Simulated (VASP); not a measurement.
Set up this calculation in VASP 6.6.1, as the native input.

```
Task                   : single point
Functional             : PBE
Potentials or basis    : VASP PAW PBE potentials, release 64 (K_sv, I)
Cutoff                 : 500 eV
k mesh                 : 4 × 4 × 4
Occupations            : gaussian, width 0.01 eV
Spin                   : no spin polarisation
Dipole correction      : no
Further INCAR settings : ALGO = Normal; EDIFF = 1e-06; NBANDS = 15
```

The structure of KI lies in POSCAR:

```
KI
1.0
    0.0000000000      3.5616830187      3.5616830187
    3.5616830187      0.0000000000      3.5616830187
    3.5616830187      3.5616830187      0.0000000000
K I
1 1
Direct
    0.0000000000      0.0000000000      0.0000000000
    0.5000000000      0.5000000000      0.5000000000
```

The input as run:

INCAR

```
SYSTEM = KI
PREC = Accurate
ENCUT = 500
EDIFF = 1E-6
ISMEAR = 0
SIGMA = 0.01
LREAL = .FALSE.
LASPH = .TRUE.
NELM = 120
ALGO = Normal
ISIF = 2
LWAVE = .FALSE.
LCHARG = .TRUE.
GGA = PE
LELF = .TRUE.
LVHAR = .TRUE.
NBANDS = 15
GGA_COMPAT = .FALSE.
```

KPOINTS

```
Automatic mesh
0
G
  4 4 4
  0 0 0
```

Potentials or basis: VASP PAW PBE potentials, release 64 (K_sv, I).

Run with:

```console
$ cat potpaw_PBE.64/K_sv/POTCAR potpaw_PBE.64/I/POTCAR > POTCAR
$ mpirun -np 1 vasp_std > vasp.out
```

Results of the run:

The pressure is 0.3 GPa and the band gap on the k mesh is 3.91 eV.

Caveat: spin-orbit coupling is left out, which moves the levels of the heavy elements.

It took 20 s on 1 thread of AMD EPYC 7R43 64-Core Processor (Zen 3) (shared host), peak memory 0.2 GiB.
